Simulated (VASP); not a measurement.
Here is a VASP 6.6.1 calculation.

File INCAR:

```
SYSTEM = Sr2BN
PREC     = Accurate       ! precision mode
ENCUT    = 520            ! plane-wave cutoff, eV
EDIFF    = 1E-7           ! SCF threshold, eV
ISMEAR   = 0              ! smearing method
SIGMA    = 0.1            ! smearing width, eV
LREAL    = .False.        ! projectors in reciprocal space
LASPH    = .True.         ! aspherical terms in the spheres
NELM     = 80             ! most SCF steps
ALGO     = Fast           ! electronic algorithm
ISIF     = 2              ! what is computed and relaxed
LWAVE    = .False.        ! write WAVECAR
LCHARG   = .False.        ! write CHGCAR
GGA      = PE             ! functional
NBANDS   = 22             ! bands
```

KPOINTS

```
Automatic mesh
0
Gamma
  12 12 8
  0 0 0
```

POSCAR

```
Sr2BN
1.0
    3.8822051623      0.0000000000      0.0000000000
   -1.9411025811      3.3620882933      0.0000000000
    0.0000000000      0.0000000000      6.7123606820
Sr B N
2 1 1
Direct
    0.3333333333      0.6666666667      0.7942475291
    0.6666666667      0.3333333333      0.2057524709
    0.0000000000      0.0000000000      0.5000000000
    0.0000000000      0.0000000000      0.0000000000
```

Potentials or basis: VASP PAW PBE potentials, release 64 (Sr_sv, B, N).

The run is started by

```bash
$ cat potpaw_PBE.64/Sr_sv/POTCAR potpaw_PBE.64/B/POTCAR potpaw_PBE.64/N/POTCAR > POTCAR
$ mpirun -np 1 vasp_std > vasp.out
```

(1) What does it give for the pressure?

(2) What does it give for the band gap on the k mesh?

(3) Predict the largest force.

## Answers

(1) 0.2 GPa.

(2) zero (bands 14 and 15 overlap by 1.92 eV).

(3) 0.032 eV/Å.
